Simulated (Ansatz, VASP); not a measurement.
One calculation of PbF2, two programs

```xyz
6
Lattice="6.0010 0.0000 0.0000 0.0000 3.0005 3.0005 0.0000 -3.0005 3.0005" Properties=species:S:1:pos:R:3 pbc="T T T"
Pb    3.0005    0.0000    5.8206
Pb    0.0000    0.0000    2.8201
F     4.5007    1.5001    4.3203
F     1.5002   -1.5001    4.3203
F     4.5007   -1.5003    4.3203
F     1.5003    1.5003    4.3203
```

Alike in both runs: functional PBE; k mesh 4 × 6 × 6; occupations gaussian, width 0.02 eV; no spin polarisation.

Ansatz relaxed the structure, and its values are those at the end. VASP's run is a single point on that final structure, the one shown.

|  | VASP | Ansatz |
| --- | --- | --- |
| version | VASP 6.6.1 | Ansatz 0.2.0 |
| potentials or method | VASP PAW PBE potentials, release 64 (Pb_d, F), cutoff 520 eV | scalar-relativistic, plane waves, PAW |
| valence electrons in the cell | 56 | 56 |

|  | VASP | Ansatz | Ansatz less VASP |
| --- | --- | --- | --- |
| gap on the k mesh at the Fermi level (eV) | 4.42 | 4.42 | +0.003 |
| least direct gap on the mesh (eV) | 4.56 | 4.56 | +0.002 |
| pressure (GPa) | -0.2 | 0.0 | +0.20 |

Neither program's run includes spin-orbit coupling.
